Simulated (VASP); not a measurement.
In3Ga13As16: single point with PBEsol

Crystal: In3Ga13As16.

```
Ga In As
1.0
    11.48106    0.00000    0.00000
     0.00000   11.48106    0.00000
     0.00000    0.00000   11.48106
Ga In As
26 6 32
Cartesian
  0.0463 0.0468 11.4799
  0.0530 0.0508 5.7422
  0.0246 5.6869 0.0122
  0.0183 5.6895 5.7054
  5.6896 0.0518 11.4216
  5.6892 0.0401 5.7793
  5.7149 5.6896 11.4543
  2.8670 2.8711 11.4746
  2.8478 2.8523 5.7347
  2.8732 8.6168 11.4740
  2.8420 8.6219 5.7309
  8.6050 2.8884 11.4499
  8.6368 2.8672 5.7560
  2.8498 0.0249 2.8659
  2.8929 0.0244 8.6018
  2.8276 5.7143 2.8344
  2.8698 5.7126 8.6264
  8.5853 0.0771 8.6041
  8.6615 5.6546 2.8385
  8.6091 5.6717 8.6284
  0.0329 2.8876 2.8643
  11.4794 2.8691 8.6065
  0.0719 8.5799 2.8626
  5.7133 2.8663 2.8403
  5.7344 2.8501 8.6216
  5.6945 8.6288 8.6347
  5.7318 5.6990 5.7508
  8.6091 8.5956 11.4516
  8.6500 8.6097 5.7616
  8.6451 0.0767 2.8648
  0.0532 8.6134 8.6123
  5.6870 8.6115 2.8287
  1.4432 1.4667 1.4419
  1.4508 1.4417 7.1880
  1.4488 7.1617 1.3974
  1.5041 7.0840 7.0941
  7.0954 1.5059 1.3300
  7.1585 1.4711 7.1639
  7.1707 7.0041 1.4344
  7.1777 7.1696 7.3377
  4.2803 4.2998 1.4261
  4.2304 4.2037 7.2498
  4.2290 10.1432 1.3421
  4.2771 10.0374 7.1718
  10.0750 4.2574 1.4137
  10.0477 4.3015 7.1667
  10.2039 10.0445 1.4324
  10.0756 10.2225 7.1928
  4.2899 1.4463 4.3017
  4.2854 1.4646 10.0239
  4.1460 7.1544 4.2898
  4.2918 7.1723 10.0548
  10.1578 1.5363 4.3811
  10.0462 1.4476 10.0543
  10.1192 7.0922 4.2167
  10.0721 7.0054 10.0292
  1.4497 4.2829 4.2866
  1.4370 4.2883 10.0487
  1.4349 10.0573 4.3094
  1.5265 10.1370 10.1057
  7.2506 4.2081 4.2324
  7.1570 4.2781 10.0270
  7.0939 10.1290 4.3668
  7.0983 10.1367 9.9721
```

| Item | Value |
| --- | --- |
| Program | VASP 6.6.1 |
| Task | single point |
| Functional | PBEsol |
| Potentials or basis | VASP PAW PBE potentials, release 64 (Ga_d, In_d, As) |
| Cutoff | 500 eV |
| k mesh | 1 × 1 × 1, shifted |
| Occupations | fermi-dirac, width 0.05 eV |
| Spin | no spin polarisation |
| Dipole correction | no |
| Further INCAR settings | LREAL = Auto; ALGO = Normal; EDIFF = 1e-06; NBANDS = 326; ISYM = -1 |

```yaml
Pressure: 0.0 GPa
Largest_force: 0.034 eV/Å
Band_gap_on_the_k_mesh: 1.15 eV
```

Forces on the atoms (eV/Å):
```
Ga   0.016  0.005  0.006
Ga   0.008 -0.004  0.002
Ga   0.008 -0.004  0.006
Ga   0.006 -0.003  0.006
Ga   0.012 -0.001  0.001
Ga  -0.013  0.001  0.010
Ga  -0.008  0.013 -0.012
Ga  -0.004 -0.003  0.009
Ga   0.013 -0.005  0.004
Ga   0.002  0.008  0.004
Ga   0.012  0.009  0.007
Ga  -0.002 -0.001 -0.001
Ga   0.004  0.005 -0.009
Ga  -0.007 -0.005  0.007
Ga   0.005 -0.001 -0.004
Ga  -0.002 -0.004  0.002
Ga   0.009 -0.003  0.005
Ga   0.003  0.023 -0.004
Ga  -0.002 -0.002  0.002
Ga  -0.004 -0.013 -0.010
Ga   0.002  0.004  0.007
Ga  -0.005  0.001  0.001
Ga   0.027  0.017 -0.012
Ga  -0.005  0.010  0.000
Ga   0.003  0.002 -0.003
Ga   0.002  0.008  0.001
In   0.002  0.009  0.011
In   0.004  0.018  0.011
In   0.014  0.000  0.024
In  -0.021  0.007 -0.009
In   0.001  0.006 -0.004
In   0.023  0.008  0.016
As  -0.004  0.001 -0.008
As  -0.019  0.009 -0.008
As  -0.005 -0.013 -0.003
As  -0.012  0.004  0.006
As   0.001 -0.029 -0.009
As   0.002 -0.001  0.002
As  -0.020 -0.003 -0.002
As   0.016  0.013  0.010
As   0.002 -0.001  0.006
As  -0.004 -0.008 -0.013
As  -0.002 -0.007 -0.006
As  -0.005  0.001 -0.020
As   0.006 -0.008 -0.018
As   0.005 -0.003  0.010
As  -0.006  0.002 -0.006
As  -0.008  0.005  0.015
As   0.009  0.004 -0.006
As  -0.014  0.007 -0.001
As  -0.006 -0.014 -0.003
As  -0.004 -0.018 -0.001
As   0.017  0.012  0.014
As  -0.001 -0.011 -0.016
As  -0.015 -0.010  0.003
As  -0.013 -0.006 -0.022
As   0.006 -0.008 -0.003
As   0.000  0.002 -0.001
As  -0.006  0.004 -0.011
As   0.001 -0.002  0.005
As  -0.016 -0.005 -0.003
As  -0.003  0.001  0.005
As  -0.012  0.002 -0.001
As   0.007 -0.024  0.015
```

Stress tensor (GPa, compression positive):
```
 0.05 -0.74 -0.72
-0.74  0.07 -0.71
-0.72 -0.71  0.03
```

Levels at points of the mesh, in eV from the valence-band top:
```tsv
k point	band 286	band 287	band 288	band 289	band 290	band 291
(0.25, 0.25, 0.25)	-0.40	-0.02	0.00	1.15	1.55	1.78
```

It took 20 min on 1 thread of Intel(R) Xeon(R) Platinum 8259CL CPU @ 2.50GHz (Skylake/Cascade Lake), on a shared host, peak memory 1.3 GiB.

Caveat: the PAW data sets were made with another functional, which shifts forces and pressure a little; spin-orbit coupling is left out, which moves the levels of the heavy elements; a shifted mesh leaves out Γ, where band edges can lie. A k mesh can miss the band edges.
